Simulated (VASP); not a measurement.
Input of a VASP 6.6.1 run:

INCAR

```
ALGO     = Normal         # electronic algorithm
EDIFF    = 1E-6           # SCF threshold, eV
ENCUT    = 520            # plane-wave cutoff, eV
GGA      = PE             # functional
ISIF     = 2              # what is computed and relaxed
ISMEAR   = 0              # smearing method
IVDW     = 12             # dispersion correction
LASPH    = T              # aspherical terms in the spheres
LCHARG   = F              # write CHGCAR
LREAL    = Auto         
LWAVE    = F              # write WAVECAR
NBANDS   = 57             # bands
NELM     = 100            # most SCF steps
PREC     = Accurate       # precision mode
SIGMA    = 0.02           # smearing width, eV
```

File KPOINTS:

```
k-points
0
Gamma
  2 2 1
```

The input POSCAR:

```
C19O
1.0
    7.3980000000      0.0000000000      0.0000000000
   -3.6990000000      6.4068560000      0.0000000000
    0.0000000000      0.0000000000     12.0000000000
C O
19 1
Direct
    0.0013792541      0.0016268510      0.0736967500
    0.2206317479      0.1108409491      0.0736482500
   -0.0011207627      0.3320901859      0.0742857500
    0.2216353688      0.4424805240      0.0794026667
    0.0002357702      0.6698556983      0.0793605833
    0.2229811574      0.7802369836      0.0741470833
    0.3327971433     -0.0001134722      0.0740590000
    0.5559093942      0.1108228435      0.0738825833
    0.3263505412      0.3306478248      0.0830115833
    0.5489871862      0.4324239533      0.1105440000
    0.3353404573      0.6698606930      0.0794771667
    0.5518788542      0.7818415148      0.0831713333
    0.6659596226      0.0016229489      0.0739266667
    0.8890889542      0.1124671758      0.0742363333
    0.6699534382      0.3306200420      0.0832751667
    0.8865077622      0.4424683495      0.0795528333
    0.6730391208      0.6802531538      0.1104028333
    0.8956808710      0.7818461973      0.0829245833
    0.6115659098      0.5569788052      0.2144027500
    0.6130960384      0.5573185975      0.3142583333
```

Potentials or basis: VASP PAW PBE potentials, release 64 (C, O).

Launch:

```bash
$ cat potpaw_PBE.64/C/POTCAR potpaw_PBE.64/O/POTCAR > POTCAR
$ mpirun -np 1 vasp_std > vasp.out
```

(1) Estimate the dispersion energy per atom.

(2) What does it give for the band gap on the k mesh?

Results:

(1) -0.089 eV.

(2) 0.23 eV, direct.

Caveat: the k points lie up to 0.49 Å⁻¹ apart.
